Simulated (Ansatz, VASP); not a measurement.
# BaTe in VASP and in Ansatz

Contents of INCAR:

```
SYSTEM = BaTe
PREC = Accurate
ENCUT = 520
EDIFF = 1E-6
ISMEAR = 0
SIGMA = 0.01
LREAL = .FALSE.
LASPH = .TRUE.
NELM = 60
ALGO = Normal
ISIF = 2
LWAVE = .FALSE.
LCHARG = .FALSE.
GGA = CA
NBANDS = 15
```

The input KPOINTS:

```
regular mesh
0
G
  6 6 6
  0 0 0
```

File POSCAR:

```
BaTe
1.0
    0.0000000000      3.4331448634      3.4331448634
    3.4331448634      0.0000000000      3.4331448634
    3.4331448634      3.4331448634      0.0000000000
Ba Te
1 1
Direct
    0.0000000000      0.0000000000      0.0000000000
    0.5000000000      0.5000000000      0.5000000000
```

Input for Ansatz:

```yaml
crystal:
  lattice:
    - [0.0, 3.43314486344, 3.43314486344]
    - [3.43314486344, 0.0, 3.43314486344]
    - [3.43314486344, 3.43314486344, 0.0]
  atoms:
    - { symbol: Ba, position: [0.0, 0.0, 0.0] }
    - { symbol: Te, position: [0.5, 0.5, 0.5] }
kpoints:
  mp_grid: { grid: [6, 6, 6] }
scf:
  occupations: { method: fixed }
hamiltonian:
  xc: lda
  pseudopotentials: { kind: all_electron, lapw: { basis_error: 0.001 } }
output:
  forces: true
  stress: true
  eigenvalues: true
  eigenstates:
    nscf_kmesh: { grid: [10, 10, 10] }
    de_dk: true
    e_range: [-9, 11.36107717]
  optics:
    e_range: [0, 20]
    de: 0.2
    sigma: 0.2
    bands: { spectra_wanted_up_to: 20 }
    nscf_kmesh: { grid: [10, 10, 10] }
checkpoint:
  write: ck
  write_wavefunctions: false
```

Alike in both runs: task single point; functional LDA; k mesh 6 × 6 × 6; no spin polarisation.

```csv
,VASP,Ansatz
version,VASP 6.6.1,Ansatz 0.2.0
potentials or method,"VASP PAW LDA potentials, release 64 (Ba_sv, Te), cutoff 520 eV","all-electron LAPW, scalar-relativistic"
occupations,"gaussian, width 0.01 eV",fixed
```

Ansatz gave:

```
gap on the k mesh at the Fermi level (eV) : 1.36
pressure (GPa)                            : 0.0
```

Question: Which values does VASP return?

Answer: gap on the k mesh at the Fermi level (eV): 1.26; pressure (GPa): 0.5.

LDA's correlation is that of Perdew and Zunger in VASP and of Perdew and Wang (1992) in Ansatz. Ansatz ran all-electron here, and VASP with PAW potentials.

Spin-orbit coupling is off throughout.
